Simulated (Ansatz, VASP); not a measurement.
Si: VASP beside Ansatz

INCAR

```
SYSTEM = Si
  ALGO = Normal
  EDIFF = 1E-6
  EDIFFG = -0.005
  ENCUT = 600
  GGA = PE
  IBRION = 2
  ISIF = 3
  ISMEAR = -1
  LASPH = .TRUE.
  LCHARG = .FALSE.
  LREAL = .FALSE.
  LWAVE = .FALSE.
  NELM = 80
  NSW = 60
  PREC = Accurate
  SIGMA = 0.1
```

File KPOINTS:

```
k-points
0
G
  18 18 18
  0 0 0
```

POSCAR

```
Si
1.0
   -2.4652152221      2.4652152221      1.3558683722
    2.4652152221     -2.4652152221      1.3558683722
    2.4652152221      2.4652152221     -1.3558683722
Si
2
Direct
   -0.3750000000     -0.1250000000     -0.2500000000
    0.3750000000      0.1250000000      0.2500000000
```

Input for Ansatz:

```yaml
crystal:
  lattice:
    - [-2.4652152221, 2.4652152221, 1.3558683722]
    - [2.4652152221, -2.4652152221, 1.3558683722]
    - [2.4652152221, 2.4652152221, -1.3558683722]
  atoms:
    - { symbol: Si, position: [-0.375, -0.125, -0.25] }
    - { symbol: Si, position: [0.375, 0.125, 0.25] }
kpoints:
  mp_grid: { grid: [18, 18, 18] }
scf:
  occupations: { method: fermi_dirac, width: 0.1 }
hamiltonian:
  xc: pbe
  pseudopotentials: { kind: paw }
output:
  forces: true
  stress: true
relax:
  f_tol: 0.005
  max_steps: 40
  cell: {}
```

Alike in both runs: task relaxation of cell and atoms; functional PBE; k mesh 18 × 18 × 18; occupations fermi-dirac, width 0.1 eV; no spin polarisation.

```csv
,VASP,Ansatz
version,VASP 6.6.1,Ansatz 0.2.0
potentials or method,"VASP PAW PBE potentials, release 64 (Si)","PAW with Ansatz's default frozen-core files, scalar-relativistic"
plane-wave cutoff (eV),600,420
valence electrons in the cell,8,8
```

Ansatz gave:

```
relaxed volume (Å³/atom)                                        : 15.36
relaxed length of the cell vector where the two differ most in proportion (Å) : 3.655
```

What did VASP give for the same quantities?

Relaxed volume (Å³/atom): 15.35; relaxed length of the cell vector where the two differ most in proportion (Å): 3.654.
